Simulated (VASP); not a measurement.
Wanted: the native input for a VASP 6.6.1 run.

- Task: single point
- Functional: PBE
- Dispersion: D3(BJ)
- Potentials or basis: VASP PAW PBE potentials, release 64 (O)
- Cutoff: 600 eV
- k mesh: 6 × 6 × 6
- Occupations: gaussian, width 0.1 eV
- Spin: no spin polarisation
- Dipole correction: no
- Further INCAR settings: ALGO = Normal; EDIFF = 1e-06; NBANDS = 13

The structure of O lies in POSCAR:

```
O
1.0
    1.4233490221      0.8217709410      3.4083000000
   -1.4233490221      0.8217709410      3.4083000000
    0.0000000000     -1.6435418821      3.4083000000
O
2
Direct
    0.7007000000      0.6017000000      0.7687000000
    1.5853000000      1.4863000000      1.6533000000
```

The input as run:

INCAR

```
SYSTEM = O
PREC = Accurate ; ENCUT = 600
EDIFF = 1E-6 ; ISMEAR = 0
SIGMA = 0.1 ; LREAL = .False.
LASPH = .True. ; NELM = 120
ALGO = Normal ; ISIF = 2
LWAVE = .False. ; LCHARG = .False.
GGA = PE ; IVDW = 12
NBANDS = 13 ; GGA_COMPAT = .False.
```

KPOINTS

```
regular mesh
0
Gamma
  6 6 6
  0 0 0
```

Potentials or basis: VASP PAW PBE potentials, release 64 (O).

Command:

```sh
$ cat potpaw_PBE.64/O/POTCAR > POTCAR
$ mpirun -np 1 vasp_std > vasp.out
```

It gave:

```json
{
 "Pressure": "8.1 GPa",
 "Largest force": "4.281 eV/Å",
 "Band gap on the k mesh": "zero (band 6 reaches 1.23 eV, above the bottom of band 7 at 0.12 eV)",
 "Dispersion energy per atom": "-0.070 eV"
}
```

Caveat: the k points lie up to 0.44 Å⁻¹ apart; the standard files for N, O and F lose accuracy on very short bonds; spin is off for a triplet molecule; pairwise dispersion overbinds metals, which lowers pressure and volume; forces of over 1 eV/Å act on the atoms, so gaps and moduli don't describe the material at rest.

Wall time 12 s on 1 thread of AMD EPYC 7R43 64-Core Processor (Zen 3) (shared host), peak memory 0.13 GiB.
